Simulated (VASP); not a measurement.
Write the native input for VASP 6.6.1 that does the following.

```
Task                               : single point
Functional                         : r2SCAN50
Dispersion                         : D3(BJ)
Potentials or basis                : VASP PAW PBE potentials, release 64 (Mg)
Cutoff                             : 580 eV
k mesh                             : 7 × 7 × 7
Occupations                        : gaussian, width 0.01 eV
Spin                               : no spin polarisation
Dipole correction                  : no
Grid for exact exchange (PRECFOCK) : Normal
Further INCAR settings             : ALGO = Normal; EDIFF = 1e-06; NBANDS = 7
Share of exact exchange            : 0.5
```

The system is Mg.

```
Mg
1.0
    -1.77276    1.77276    1.77276
     1.77276   -1.77276    1.77276
     1.77276    1.77276   -1.77276
Mg
1
Direct
  0.00000 0.00000 0.00000
```

This isn't the form of Mg at room conditions, which is hcp.

These files were run (other wordings do the same):

POSCAR

```
Mg
1.0
   -1.7727644950      1.7727644950      1.7727644950
    1.7727644950     -1.7727644950      1.7727644950
    1.7727644950      1.7727644950     -1.7727644950
Mg
1
Direct
    0.0000000000      0.0000000000      0.0000000000
```

INCAR.step1

```
SYSTEM = Mg
PREC = Accurate ; ENCUT = 580
EDIFF = 1E-5 ; ISMEAR = 0
SIGMA = 0.01 ; LREAL = .FALSE.
LASPH = .TRUE. ; NELM = 120
ALGO = Normal ; ISIF = 2
LWAVE = .TRUE. ; LCHARG = .FALSE.
GGA = PE ; NBANDS = 7
GGA_COMPAT = .FALSE.
```

INCAR.step2

```
SYSTEM = Mg
PREC = Accurate ; ENCUT = 580
EDIFF = 1E-6 ; ISMEAR = 0
SIGMA = 0.01 ; LREAL = .FALSE.
LASPH = .TRUE. ; NELM = 120
ALGO = Normal ; ISIF = 2
LWAVE = .FALSE. ; LCHARG = .FALSE.
METAGGA = R2SCAN ; LHFCALC = .TRUE.
AEXX = 0.5 ; LMIXTAU = .TRUE.
PRECFOCK = Normal ; IVDW = 12
VDW_S6 = 1.0 ; VDW_S8 = 1.3294
VDW_A1 = 0.4311 ; VDW_A2 = 5.924
ISTART = 1 ; NBANDS = 7
GGA_COMPAT = .FALSE.
```

KPOINTS

```
regular mesh
0
G
  7 7 7
  0 0 0
```

Potentials or basis: VASP PAW PBE potentials, release 64 (Mg).

Launch:

```sh
$ cat potpaw_PBE.64/Mg/POTCAR > POTCAR
$ cp INCAR.step1 INCAR
$ mpirun -np 1 vasp_std > vasp.out
$ cp INCAR.step2 INCAR
$ mpirun -np 1 vasp_std > vasp.out
```

It gave:

```yaml
Pressure: -1.3 GPa
Band_gap_on_the_k_mesh: zero (bands 1 and 2 overlap by 5.80 eV)
Dispersion_energy_per_atom: -0.199 eV
```

Caveat: the PAW data sets were made with another functional, which shifts forces and pressure a little.

It took 2.9 min on 1 thread of AMD EPYC 7R43 64-Core Processor (Zen 3), with other jobs on the host, peak memory 0.14 GiB.
